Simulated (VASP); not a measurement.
Mn:

```xyz
1
Lattice="-1.3949 1.3949 1.3949 1.3949 -1.3949 1.3949 1.3949 1.3949 -1.3949" Properties=species:S:1:pos:R:3 pbc="T T T"
Mn    0.0000    0.0000    0.0000
```

This isn't the form of Mn at room conditions, which is a 58-atom cubic cell.

Base run:

```yaml
Program: VASP 6.6.1
Functional: r2SCAN
Potentials_or_basis: VASP PAW PBE potentials, release 64 (Mn_pv)
Cutoff: 520 eV
k_mesh: 20 × 20 × 20
Occupations: gaussian, width 0.05 eV
Spin: collinear spin, ferromagnetic start
Starting_moments: "[0.5] μB"
```

Its results: pressure -9.5 GPa; net moment 0.00 μB per cell.

Problem. The run is repeated on the same cell with these changes: moments at the start from [0.5] to [1.22]. What comes out?

Solution. Pressure -1.5 GPa; net moment 1.08 μB per cell; site moments Mn +1.11 μB.

Caveats: the PAW data sets were made with another functional, which shifts forces and pressure a little; the cell stands under tension (at least some runs).
